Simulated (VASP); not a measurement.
# GaN (F-43m) in VASP: a series of runs

Runs on GaN. Level: PBE. Tasks: single point.

Everything below comes from runs of VASP 6.6.1. Logs are shortened: lines on timing, memory, paths and dates and some standing lists are left out, and cuts for length are marked.

**1. The cell of the first run**

The structure is cubic, space group F-43m (No. 216). The conventional cell has a = 4.507 Å, b = 4.507 Å, c = 4.507 Å, α = 90.00°, β = 90.00°, γ = 90.00°. Ga (site symmetry -43m) has 4 N at 1.95 Å within 2.6 Å. Within 2.6 Å of N (site symmetry -43m) lie 4 Ga at 1.95 Å.

**2. Single point, PBE**

File INCAR:

```
SYSTEM = GaN
PREC     = Accurate       ! precision mode
ENCUT    = 520            ! plane-wave cutoff, eV
EDIFF    = 1E-6           ! SCF threshold, eV
ISMEAR   = 0              ! smearing method
SIGMA    = 0.05           ! smearing width, eV
LREAL    = .False.        ! projectors in reciprocal space
LASPH    = .True.         ! aspherical terms in the spheres
NELM     = 80             ! most SCF steps
ALGO     = Normal         ! electronic algorithm
ISIF     = 2              ! what is computed and relaxed
LWAVE    = .False.        ! write WAVECAR
LCHARG   = .False.        ! write CHGCAR
GGA      = PE             ! functional
NBANDS   = 16             ! bands
```

File KPOINTS:

```
regular mesh
0
Gamma
  16 16 16
  0 0 0
```

File POSCAR:

```
GaN
1.0
    0.0000000000      2.2535006100      2.2535006100
    2.2535006100      0.0000000000      2.2535006100
    2.2535006100      2.2535006100      0.0000000000
Ga N
1 1
Direct
    0.0000000000      0.0000000000      0.0000000000
    0.2500000000      0.2500000000      0.2500000000
```

Potentials or basis: VASP PAW PBE potentials, release 64 (Ga_d, N).

Command:

```console
> cat potpaw_PBE.64/Ga_d/POTCAR potpaw_PBE.64/N/POTCAR > POTCAR
> mpirun -np 1 vasp_std > vasp.out
```

OUTCAR:

```text
SYSTEM = GaN
   PREC = Accurate
   ENCUT = 520
   EDIFF = 1E-6
   ISMEAR = 0
   LREAL = .False.
   LASPH = .True.
   NELM = 80
   ISIF = 2
   GGA = PE

 ion  position               nearest neighbor table
   1  0.000  0.000  0.000-   2 1.95   2 1.95   2 1.95   2 1.95
   2  0.250  0.250  0.250-   1 1.95   1 1.95   1 1.95   1 1.95

  LATTYP: Found a face centered cubic cell.
 ALAT       =     4.5070012200

  Lattice vectors:

 A1 = (   0.0000000000,   2.2535006100,   2.2535006100)
 A2 = (   2.2535006100,   0.0000000000,   2.2535006100)
 A3 = (   2.2535006100,   2.2535006100,   0.0000000000)

Analysis of symmetry for initial positions (statically):
=====================================================================
 Subroutine PRICEL returns:
 Original cell was already a primitive cell.

 Routine SETGRP: Setting up the symmetry group for a
 face centered cubic supercell.

 Subroutine GETGRP returns: Found 24 space group operations
 (whereof 24 operations were pure point group operations)
 out of a pool of 48 trial point group operations.

The static configuration has the point symmetry T_d .

Analysis of symmetry for dynamics (positions and initial velocities):
=====================================================================
 Subroutine PRICEL returns:
 Original cell was already a primitive cell.

 Routine SETGRP: Setting up the symmetry group for a
 face centered cubic supercell.

 Subroutine GETGRP returns: Found 24 space group operations
 (whereof 24 operations were pure point group operations)
 out of a pool of 48 trial point group operations.

The dynamic configuration has the point symmetry T_d .

 Subroutine INISYM returns: Found 24 space group operations
 (whereof 24 operations are pure point group operations),
 and found     1 'primitive' translations

----------------------------------------------------------------------------------------

                                     Primitive cell

  volume of cell :      22.8877

  direct lattice vectors                    reciprocal lattice vectors
     0.000000000  2.253500610  2.253500610    -0.221877020  0.221877020  0.221877020
     2.253500610  0.000000000  2.253500610     0.221877020 -0.221877020  0.221877020
     2.253500610  2.253500610  0.000000000     0.221877020  0.221877020 -0.221877020
[... 74 lines left out ...]
 SYSTEM =  GaN
   PREC   = accura    normal or accurate (medium, high low for compatibility)
   ISTART =      0    job   : 0-new  1-cont  2-samecut
   ICHARG =      2    charge: 1-file 2-atom 10-const
   ISPIN  =      1    spin polarized calculation?
   LNONCOLLINEAR =      F non collinear calculations
   LSORBIT =      F    spin-orbit coupling
   LASPH  =      T    aspherical Exc in radial PAW
   ENCUT  =  520.0 eV  38.22 Ry    6.18 a.u.   5.93  5.93  5.93*2*pi/ulx,y,z
   NELM   =     80;   NELMIN=  2; NELMDL= -5     # of ELM steps
   EDIFF  = 0.1E-05   stopping-criterion for ELM
   LREAL  =      F    real-space projection
   EDIFFG = 0.1E-04   stopping-criterion for IOM
   NSW    =      0    number of steps for IOM
   IBRION =     -1    ionic relax: 0-MD 1-quasi-New 2-CG
   NFREE  =      0    steps in history (QN), initial steepest desc. (CG)
   ISIF   =      2    stress and relaxation
   ISYM   =      2    0-nonsym 1-usesym 2-fastsym
   POTIM  = 0.5000    time-step for ionic-motion
   TEBEG  =    0.0;   TEEND  =   0.0 temperature during run
   PSTRESS=    0.0 pullay stress
   NELECT =      18.0000    total number of electrons
   NUPDOWN=      -1.0000    fix difference up-down
   EMIN   =  10.00;   EMAX   =-10.00  energy-range for DOS
   EFERMI =   0.00;   METHOD = LEGACY
   ISMEAR =     0;   SIGMA  =   0.05  broadening in eV -4-tet -1-fermi 0-gaus
   EFERMI_NEDOS =   21; number of points for ismear=-14 and -15
   IALGO  =     38    algorithm
   IMIX   =      4    mixing-type and parameters
     AMIX     =   0.40;   BMIX     =  1.00
     AMIX_MAG =   1.60;   BMIX_MAG =  1.00
  volume/ion in A,a.u.               =      11.44        77.23
  Fermi-wavevector in a.u.,A,eV,Ry     =   1.511117  2.855596 31.068543  2.283473
  Thomas-Fermi vector in A             =   2.621216
   LORBIT       =      0    0 simple, 1 ext, 2 COOP (PROOUT), +10 PAW based schemes
   GGA     = PE    functional components
   LHFCALC =     F    Hartree Fock is set to
   AEXX    =    0.0000 exact exchange contribution
   IVDW    =     0    specifies the selected vdW correction
   LEPSILON=     F    determine dielectric tensor
   LRPA    =     F    only Hartree local field effects (RPA)
 non-spin polarized calculation
 Gauss-broadening in eV      SIGMA  =   0.05
  energy-cutoff  :      520.00
  volume of cell :       22.89
 maximum number of plane-waves:       636
   NGX = 11   NGY = 11   NGZ = 11

 number of electron      18.0000004 magnetization

 Free energy of the ion-electron system (eV)
  ---------------------------------------------------
  ext. energy  EPLUGINS =         0.00000000
  ---------------------------------------------------
  free energy    TOTEN  =       -12.14327395 eV

  energy without entropy =      -12.14327395  energy(sigma->0) =      -12.14327395

 E-fermi :   5.4779     XC(G=0): -11.6670

 val. band max:        5.2810396815   @ k =   0.0000   0.0000   0.0000
 cond. band min:       7.0055126531   @ k =   0.0000   0.0000   0.0000
 fundamental gap:      1.7244729717
 Fermi energy:         5.4779387559

 k-point     1 :       0.0000    0.0000    0.0000
  band No.  band energies     occupation
      1     -10.6524      2.00000
      2      -8.1604      2.00000
      3      -8.1604      2.00000
      4      -8.1604      2.00000
      5      -7.8408      2.00000
      6      -7.8408      2.00000
[... 433 lines left out ...]
      3      -8.1422      2.00000
      4      -8.1220      2.00000
      5      -7.8460      2.00000
      6      -7.8381      2.00000
[... 8 lines left out ...]
     15      22.4848      0.00000
     16      23.8153      0.00000

 [... further k-points ...]
[... 5 lines left out ...]
  --------------------------------------------------------------------------------------
  -------------------------------------------------------------------------------------
  Total        0.7281775      0.7281775      0.7281775      0.0000000      0.0000000      0.0000000
  in kB       50.9735408     50.9735408     50.9735408      0.0000000      0.0000000      0.0000000
  external PRESSURE =      50.9735408 kB  Pullay stress =       0.0000000 kB

 VOLUME and BASIS-vectors are now :
 -----------------------------------------------------------------------------
  energy-cutoff  :      520.00
  volume of cell :       22.89
      direct lattice vectors                 reciprocal lattice vectors
     0.000000000  2.253500610  2.253500610    -0.221877020  0.221877020  0.221877020
     2.253500610  0.000000000  2.253500610     0.221877020 -0.221877020  0.221877020
     2.253500610  2.253500610  0.000000000     0.221877020  0.221877020 -0.221877020

 POSITION                                       TOTAL-FORCE (eV/Angst)
 -----------------------------------------------------------------------------------
      0.00000      0.00000      0.00000        -0.000000     -0.000000     -0.000000
      1.12675      1.12675      1.12675         0.000000      0.000000      0.000000
 -----------------------------------------------------------------------------------
    total drift:                                0.000002      0.000002      0.000002

  FREE ENERGIE OF THE ION-ELECTRON SYSTEM (eV)
  ---------------------------------------------------
  free  energy   TOTEN  =       -12.1432739488 eV

  energy  without entropy=      -12.1432739488  energy(sigma->0) =      -12.14327395
```

It took 16 s on 1 thread of Intel Xeon 6975P-C (Granite Rapids), shared host; peak memory 0.17 GiB.

What came out:

* Free energy: -12.1433 eV
* Pressure: 5.1 GPa
* Band gap on the k mesh: 1.72 eV, direct

**3. Single point, PBE, non-collinear spin, zero start, spin-orbit coupling**

File INCAR:

```
PREC = Accurate
ENCUT = 520
EDIFF = 1E-7
ISMEAR = 0
SIGMA = 0.05
LREAL = False
LASPH = True
NELM = 150
ALGO = Normal
ISIF = 2
LWAVE = False
LCHARG = True
MAGMOM = 0 0 0 0 0 0
LORBIT = 11
LSORBIT = True
GGA_COMPAT = False
LORBMOM = True
GGA = PE
LVHAR = True
NBANDS = 30
```

File KPOINTS:

```
regular mesh
0
Gamma
  16 16 16
```

POSCAR is that of step 2.

Potentials or basis: VASP PAW PBE potentials, release 64 (Ga_d, N).

Command:

```console
> cat potpaw_PBE.64/Ga_d/POTCAR potpaw_PBE.64/N/POTCAR > POTCAR
> mpirun -np 1 vasp_ncl > vasp.out
```

It took 3 min on 1 thread of Intel Xeon Platinum 8488C (Sapphire Rapids), shared host; peak memory 0.37 GiB.

It converged, with:

```
Free energy                                           : -12.1487 eV
Pressure                                              : 5.1 GPa
Net moment                                            : 0.00 μB per cell
Valence electrons inside the program's atomic spheres : Ga 11.87; N 3.74
```

Moments on the atoms (μB; x, y, z):
```
Ga  0.00 0.00 0.00
N   0.00 0.00 0.00
```
